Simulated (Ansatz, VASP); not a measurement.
**Sb in VASP and in Ansatz**

```xyz
2
Lattice="2.1506 1.2416 3.7440 -2.1506 1.2416 3.7440 0.0000 -2.4833 3.7440" Properties=species:S:1:pos:R:3 pbc="T T T"
Sb    0.0000    0.0000    2.6242
Sb    0.0000    0.0000    8.6078
```

Alike in both runs: task electric field gradients; functional LDA; k mesh 12 × 12 × 12; occupations fermi-dirac, width 0.03 eV; no spin polarisation.

|  | VASP | Ansatz |
| --- | --- | --- |
| version | VASP 6.6.1 | Ansatz 0.2.0 |
| potentials or method | VASP PAW LDA potentials, release 64 (Sb) | PAW with Ansatz's default frozen-core files, scalar-relativistic |
| plane-wave cutoff (eV) | 520 | 420 |
| valence electrons in the cell | 10 | 30 |

```csv
,VASP,Ansatz,Ansatz less VASP
pressure (GPa),-0.6,-0.8,-0.28
"traceless stress, the component that is largest in VASP (GPa)",-0.34,-0.26,+0.075
rms of the force components (eV/Å),0.080,0.040,-0.0403
size of Vzz on the site where it differs most (V/Å²),43.1,46.7,+3.59
```

LDA's correlation is that of Perdew and Zunger in VASP and of Perdew and Wang (1992) in Ansatz. Atom by atom the forces differ by 0.040 eV/Å (rms over components). VASP's potentials hold 10 valence electrons a cell and Ansatz's 30, so a difference there can come from the potentials and not from the codes.

Spin-orbit coupling is off throughout.
